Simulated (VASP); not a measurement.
# CdF2 (Fm-3m) in VASP: a series of runs

The runs below take CdF2 through single point, with PBE+D4, PBE.

All numbers are computed with VASP 6.6.1; they aren't measurements. Logs are shortened: lines on timing, memory, paths and dates and some standing lists are left out, and cuts for length are marked.

**1. The cell of the first run**

The structure is cubic, space group Fm-3m (No. 225). The conventional cell has a = 5.445 Å, b = 5.445 Å, c = 5.445 Å, α = 90.00°, β = 90.00°, γ = 90.00°. Within 3.1 Å of Cd (site symmetry m-3m) lie 8 F at 2.36 Å. F (site symmetry -43m) has 4 Cd at 2.36 Å and 6 F at 2.72 Å within 3.1 Å.

**2. Single point, PBE+D4**

The input, INCAR:

```
SYSTEM = CdF2
ALGO     = Normal         ! electronic algorithm
EDIFF    = 1E-7           ! SCF threshold, eV
ENCUT    = 520            ! plane-wave cutoff, eV
GGA      = PE             ! functional
ISIF     = 2              ! what is computed and relaxed
ISMEAR   = -1             ! smearing method
IVDW     = 13             ! dispersion correction
LASPH    = .True.         ! aspherical terms in the spheres
LCHARG   = .False.        ! write CHGCAR
LREAL    = .False.        ! projectors in reciprocal space
LWAVE    = .False.        ! write WAVECAR
NBANDS   = 20             ! bands
NELM     = 80             ! most SCF steps
PREC     = Accurate       ! precision mode
SIGMA    = 0.05           ! smearing width, eV
```

The input, KPOINTS:

```
k-points
0
Gamma
  9 9 9
  0 0 0
```

The input, POSCAR:

```
CdF2
1.0
    0.0000000000      2.7224401594      2.7224401594
    2.7224401594      0.0000000000      2.7224401594
    2.7224401594      2.7224401594      0.0000000000
Cd F
1 2
Direct
    0.0000000000      0.0000000000      0.0000000000
    0.7500000000      0.7500000000      0.7500000000
    0.2500000000      0.2500000000      0.2500000000
```

Potentials or basis: VASP PAW PBE potentials, release 64 (Cd, F).

Command:

```bash
cat potpaw_PBE.64/Cd/POTCAR potpaw_PBE.64/F/POTCAR > POTCAR
mpirun -np 1 vasp_std > vasp.out
```

OUTCAR:

```text
SYSTEM = CdF2
   EDIFF = 1E-7
   ENCUT = 520
   GGA = PE
   ISIF = 2
   ISMEAR = -1
   IVDW = 13
   LASPH = .True.
   LREAL = .False.
   NELM = 80
   PREC = Accurate

 ion  position               nearest neighbor table
   1  0.000  0.000  0.000-   2 2.36   3 2.36   2 2.36   2 2.36   2 2.36   3 2.36   3 2.36   3 2.36

   2  0.750  0.750  0.750-   1 2.36   1 2.36   1 2.36   1 2.36
   3  0.250  0.250  0.250-   1 2.36   1 2.36   1 2.36   1 2.36

  LATTYP: Found a face centered cubic cell.
 ALAT       =     5.4448803188

  Lattice vectors:

 A1 = (   0.0000000000,   2.7224401594,   2.7224401594)
 A2 = (   2.7224401594,   0.0000000000,   2.7224401594)
 A3 = (   2.7224401594,   2.7224401594,   0.0000000000)

Analysis of symmetry for initial positions (statically):
=====================================================================
 Subroutine PRICEL returns:
 Original cell was already a primitive cell.

 Routine SETGRP: Setting up the symmetry group for a
 face centered cubic supercell.

 Subroutine GETGRP returns: Found 48 space group operations
[... 9 lines left out ...]

 Routine SETGRP: Setting up the symmetry group for a
 face centered cubic supercell.

 Subroutine GETGRP returns: Found 48 space group operations
[... 11 lines left out ...]
                                     Primitive cell

  volume of cell :      40.3557

  direct lattice vectors                    reciprocal lattice vectors
     0.000000000  2.722440159  2.722440159    -0.183658766  0.183658766  0.183658766
     2.722440159  0.000000000  2.722440159     0.183658766 -0.183658766  0.183658766
     2.722440159  2.722440159  0.000000000     0.183658766  0.183658766 -0.183658766

  length of vectors
     3.850111796  3.850111796  3.850111796     0.318106314  0.318106314  0.318106314

  position of ions in fractional coordinates (direct lattice)
     0.000000000  0.000000000  0.000000000
     0.750000000  0.750000000  0.750000000
     0.250000000  0.250000000  0.250000000

  ion indices of the primitive-cell ions
   primitive index   ion index
                 1           1
                 2           2
                 3           3

----------------------------------------------------------------------------------------

 KPOINTS: k-points

Automatic generation of k-mesh.
 Grid dimensions read from file:
 generate k-points for:    9    9    9

 Generating k-lattice:

  Cartesian coordinates                     Fractional coordinates (reciprocal lattice)
    -0.020406530  0.020406530  0.020406530     0.111111111  0.000000000  0.000000000
     0.020406530 -0.020406530  0.020406530     0.000000000  0.111111111  0.000000000
     0.020406530  0.020406530 -0.020406530     0.000000000  0.000000000  0.111111111

  Length of vectors
     0.035345146  0.035345146  0.035345146

  Shift w.r.t. Gamma in fractional coordinates (k-lattice)
     0.000000000  0.000000000  0.000000000

 Subroutine IBZKPT returns following result:
 ===========================================

 Found     35 irreducible k-points:

 Following reciprocal coordinates:
            Coordinates               Weight
  0.000000  0.000000  0.000000      1.000000
  0.111111  0.000000  0.000000      8.000000
  0.222222  0.000000  0.000000      8.000000
  0.333333  0.000000  0.000000      8.000000
  0.444444  0.000000  0.000000      8.000000
  0.111111  0.111111  0.000000      6.000000
[... 16 lines left out ...]
 -0.333333  0.333333  0.000000     12.000000
  0.444444  0.444444  0.000000      6.000000
 [... further k-points ...]
   k-points           NKPTS =     35   k-points in BZ     NKDIM =     35   number of bands    NBANDS=     20
   number of dos      NEDOS =    301   number of ions     NIONS =      3
   total plane-waves  NPLWV =  27000
   dimension x,y,z NGX =    30 NGY =   30 NGZ =   30
   dimension x,y,z NGXF=    60 NGYF=   60 NGZF=   60
   ions per type =               1   2
   NGX,Y,Z   is equivalent  to a cutoff of  12.95, 12.95, 12.95 a.u.
   NGXF,Y,Z  is equivalent  to a cutoff of  25.91, 25.91, 25.91 a.u.
 SYSTEM =  CdF2
   PREC   = accura    normal or accurate (medium, high low for compatibility)
   ISTART =      0    job   : 0-new  1-cont  2-samecut
   ICHARG =      2    charge: 1-file 2-atom 10-const
   ISPIN  =      1    spin polarized calculation?
   LNONCOLLINEAR =      F non collinear calculations
   LSORBIT =      F    spin-orbit coupling
   LASPH  =      T    aspherical Exc in radial PAW
   ENCUT  =  520.0 eV  38.22 Ry    6.18 a.u.   7.16  7.16  7.16*2*pi/ulx,y,z
   NELM   =     80;   NELMIN=  2; NELMDL= -5     # of ELM steps
   EDIFF  = 0.1E-06   stopping-criterion for ELM
   LREAL  =      F    real-space projection
   EDIFFG = 0.1E-05   stopping-criterion for IOM
   NSW    =      0    number of steps for IOM
   IBRION =     -1    ionic relax: 0-MD 1-quasi-New 2-CG
   NFREE  =      0    steps in history (QN), initial steepest desc. (CG)
   ISIF   =      2    stress and relaxation
   ISYM   =      2    0-nonsym 1-usesym 2-fastsym
   POTIM  = 0.5000    time-step for ionic-motion
   TEBEG  =    0.0;   TEEND  =   0.0 temperature during run
   PSTRESS=    0.0 pullay stress
   NELECT =      26.0000    total number of electrons
   NUPDOWN=      -1.0000    fix difference up-down
   EMIN   =  10.00;   EMAX   =-10.00  energy-range for DOS
   EFERMI =   0.00;   METHOD = LEGACY
   ISMEAR =    -1;   SIGMA  =   0.05  broadening in eV -4-tet -1-fermi 0-gaus
   EFERMI_NEDOS =   21; number of points for ismear=-14 and -15
   IALGO  =     38    algorithm
   IMIX   =      4    mixing-type and parameters
     AMIX     =   0.40;   BMIX     =  1.00
     AMIX_MAG =   1.60;   BMIX_MAG =  1.00
  volume/ion in A,a.u.               =      13.45        90.78
  Fermi-wavevector in a.u.,A,eV,Ry     =   1.413940  2.671959 27.201120  1.999226
  Thomas-Fermi vector in A             =   2.535534
   LORBIT       =      0    0 simple, 1 ext, 2 COOP (PROOUT), +10 PAW based schemes
   GGA     = PE    functional components
   LHFCALC =     F    Hartree Fock is set to
   AEXX    =    0.0000 exact exchange contribution
   IVDW    =    13    specifies the selected vdW correction
   LEPSILON=     F    determine dielectric tensor
   LRPA    =     F    only Hartree local field effects (RPA)
 non-spin polarized calculation
  energy-cutoff  :      520.00
  volume of cell :       40.36
 maximum number of plane-waves:      1100
 NGX is ok and might be reduce to    30
   NGX = 15   NGY = 15   NGZ = 15

 number of electron      25.9999986 magnetization

 Free energy of the ion-electron system (eV)
  ---------------------------------------------------
  ext. energy  EPLUGINS =         0.00000000
  ---------------------------------------------------
  free energy    TOTEN  =       -10.89581913 eV

  energy without entropy =      -10.89581913  energy(sigma->0) =      -10.89581913

 E-fermi :  -0.3683     XC(G=0): -10.2418

 val. band max:       -1.5716733120   @ k =  -0.3333   0.4444   0.2222
 cond. band min:       1.4132200029   @ k =   0.0000   0.0000   0.0000
 fundamental gap:      2.9848933149
 Fermi energy:        -0.3683435633

 k-point     1 :       0.0000    0.0000    0.0000
  band No.  band energies     occupation
      1     -22.1778      2.00000
      2     -21.1586      2.00000
      3      -7.0703      2.00000
      4      -7.0703      2.00000
      5      -7.0703      2.00000
      6      -5.9959      2.00000
[... 12 lines left out ...]
     19      18.1260      0.00000
     20      18.1260      0.00000

 k-point     2 :       0.1111    0.0000    0.0000
  band No.  band energies     occupation
      1     -22.1420      2.00000
      2     -21.1906      2.00000
      3      -7.0270      2.00000
      4      -7.0270      2.00000
      5      -6.9492      2.00000
      6      -6.0083      2.00000
[... 12 lines left out ...]
     19      17.7915      0.00000
     20      17.7915      0.00000

 k-point     3 :       0.2222    0.0000    0.0000
  band No.  band energies     occupation
      1     -22.0413      2.00000
      2     -21.2800      2.00000
      3      -6.9214      2.00000
      4      -6.9214      2.00000
      5      -6.6174      2.00000
      6      -6.0233      2.00000
[... 12 lines left out ...]
     19      17.1902      0.00000
     20      17.6523      0.00000

 k-point     4 :       0.3333    0.0000    0.0000
  band No.  band energies     occupation
      1     -21.8970      2.00000
      2     -21.4089      2.00000
      3      -6.8182      2.00000
      4      -6.8182      2.00000
      5      -6.1736      2.00000
      6      -5.9970      2.00000
[... 12 lines left out ...]
     19      16.7076      0.00000
     20      17.4647      0.00000

 k-point     5 :       0.4444    0.0000    0.0000
  band No.  band energies     occupation
      1     -21.7361      2.00000
      2     -21.5583      2.00000
      3      -6.7686      2.00000
      4      -6.7686      2.00000
      5      -5.9414      2.00000
      6      -5.9414      2.00000
[... 12 lines left out ...]
     19      16.4527      0.00000
     20      17.0117      0.00000

 k-point     6 :       0.1111    0.1111    0.0000
  band No.  band energies     occupation
      1     -22.1304      2.00000
      2     -21.2002      2.00000
      3      -7.0059      2.00000
      4      -7.0059      2.00000
      5      -6.9194      2.00000
      6      -6.0494      2.00000
[... 12 lines left out ...]
     19      17.6450      0.00000
     20      18.2486      0.00000

 k-point     7 :       0.2222    0.1111    0.0000
  band No.  band energies     occupation
      1     -22.0538      2.00000
      2     -21.2673      2.00000
      3      -6.9120      2.00000
      4      -6.9114      2.00000
      5      -6.6685      2.00000
      6      -6.1073      2.00000
[... 12 lines left out ...]
     19      18.0403      0.00000
     20      18.5916      0.00000
[... 277 lines left out ...]
 k-point    20 :       0.3333    0.3333    0.0000
  band No.  band energies     occupation
      1     -21.8611      2.00000
      2     -21.4176      2.00000
      3      -6.5407      2.00000
      4      -6.5295      2.00000
      5      -6.5295      2.00000
      6      -6.0810      2.00000
[... 12 lines left out ...]
     19      18.4622      0.00000
     20      19.1492      0.00000

 k-point    21 :       0.4444    0.3333    0.0000
  band No.  band energies     occupation
      1     -21.7858      2.00000
      2     -21.4783      2.00000
      3      -6.6664      2.00000
      4      -6.4025      2.00000
      5      -6.3409      2.00000
      6      -5.9134      2.00000
[... 12 lines left out ...]
     19      18.3430      0.00000
     20      19.2148      0.00000

 k-point    22 :      -0.4444    0.3333    0.0000
  band No.  band energies     occupation
      1     -21.7042      2.00000
      2     -21.5536      2.00000
      3      -6.6647      2.00000
      4      -6.3516      2.00000
      5      -6.1437      2.00000
      6      -5.9847      2.00000
[... 12 lines left out ...]
     19      18.8432      0.00000
     20      18.9790      0.00000

 k-point    23 :      -0.3333    0.3333    0.0000
  band No.  band energies     occupation
      1     -21.6410      2.00000
      2     -21.6225      2.00000
      3      -6.6276      2.00000
      4      -6.4009      2.00000
      5      -6.0925      2.00000
      6      -5.9875      2.00000
[... 12 lines left out ...]
     19      17.6888      0.00000
     20      19.9456      0.00000

 k-point    24 :       0.4444    0.4444    0.0000
  band No.  band energies     occupation
      1     -21.7622      2.00000
      2     -21.4905      2.00000
      3      -6.7980      2.00000
      4      -6.2581      2.00000
      5      -6.2581      2.00000
      6      -5.8940      2.00000
[... 12 lines left out ...]
     19      17.6941      0.00000
     20      19.6512      0.00000

 [... further k-points ...]

------------------------ aborting loop because EDIFF is reached ----------------------------------------

  DFT-D4 for vdW energy calculation

  Edisp (eV):   -0.51361

  FORCE on cell =-STRESS in cart. coord.  units (eV):
  Direction    XX          YY          ZZ          XY          YZ          ZX
  --------------------------------------------------------------------------------------
  -------------------------------------------------------------------------------------
  Total       0.16060     0.16060     0.16060    -0.00000     0.00000    -0.00000
  in kB       6.37603     6.37603     6.37603    -0.00000     0.00000    -0.00000
  external pressure =        6.38 kB  Pullay stress =        0.00 kB

 VOLUME and BASIS-vectors are now :
 -----------------------------------------------------------------------------
  energy-cutoff  :      520.00
  volume of cell :       40.36
      direct lattice vectors                 reciprocal lattice vectors
     0.000000000  2.722440159  2.722440159    -0.183658766  0.183658766  0.183658766
     2.722440159  0.000000000  2.722440159     0.183658766 -0.183658766  0.183658766
     2.722440159  2.722440159  0.000000000     0.183658766  0.183658766 -0.183658766

 POSITION                                       TOTAL-FORCE (eV/Angst)
 -----------------------------------------------------------------------------------
      0.00000      0.00000      0.00000         0.000000      0.000000      0.000000
      4.08366      4.08366      4.08366        -0.000000     -0.000000     -0.000000
      1.36122      1.36122      1.36122         0.000000      0.000000      0.000000
 -----------------------------------------------------------------------------------
    total drift:                                0.000000     -0.000000      0.000000

  FREE ENERGIE OF THE ION-ELECTRON SYSTEM (eV)
  ---------------------------------------------------
  free  energy   TOTEN  =       -11.4094320710 eV

  energy  without entropy=      -11.4094320710  energy(sigma->0) =      -11.40943207
```

Run time: 29 s. Hardware: 1 thread of Intel Xeon Platinum 8375C at 2.90GHz (Ice Lake), shared host; peak memory 0.18 GiB.

Results:

| Item | Value |
| --- | --- |
| Free energy | -11.4094 eV |
| Pressure | 0.6 GPa |
| Band gap on the k mesh | 2.98 eV, indirect (least direct gap 3.49 eV) |
| Dispersion energy per atom | -0.171 eV |

**3. Single point, PBE**

This run uses another cell than the first one, of 13.72 Å³/atom, 1.020 times its volume.

The input, INCAR:

```
SYSTEM = CdF2
PREC = Accurate ; ENCUT = 520
EDIFF = 1E-6 ; ISMEAR = -1
SIGMA = 0.05 ; LREAL = .False.
LASPH = .True. ; NELM = 100
ALGO = Normal ; ISIF = 2
LWAVE = .False. ; LCHARG = .True.
GGA = PE ; LELF = .True.
LVHAR = .True. ; NBANDS = 20
```

The input, KPOINTS:

```
Automatic mesh
0
Gamma
  9 9 9
  0 0 0
```

The input, POSCAR:

```
CdF2
1.0
    0.0000000000      2.7407277989      2.7407277989
    2.7407277989      0.0000000000      2.7407277989
    2.7407277989      2.7407277989      0.0000000000
Cd F
1 2
Direct
    0.0000000000      0.0000000000      0.0000000000
    0.7500000000      0.7500000000      0.7500000000
    0.2500000000      0.2500000000      0.2500000000
```

Potentials or basis: VASP PAW PBE potentials, release 64 (Cd, F).

Command:

```bash
cat potpaw_PBE.64/Cd/POTCAR potpaw_PBE.64/F/POTCAR > POTCAR
mpirun -np 1 vasp_std > vasp.out
```

It took 22 s on 1 thread of Intel Xeon Platinum 8375C at 2.90GHz (Ice Lake), shared host; peak memory 0.18 GiB.

Results (log left out):

```yaml
Free_energy: -10.9052 eV
Pressure: 0.5 GPa
Band_gap_on_the_k_mesh: 2.91 eV, indirect (least direct gap 3.44 eV)
```

Levels at points of the mesh, in eV from the valence-band top:
| k point | band 10 | band 11 | band 12 | band 13 | band 14 | band 15 | band 16 | band 17 |
| --- | --- | --- | --- | --- | --- | --- | --- | --- |
| (0.00, 0.00, 0.00) | -0.82 | -0.53 | -0.53 | -0.53 | 2.91 | 12.48 | 12.48 | 12.48 |

A k mesh can miss the band edges. A hybrid or GW would open this gap; PBE tends to underestimate it.
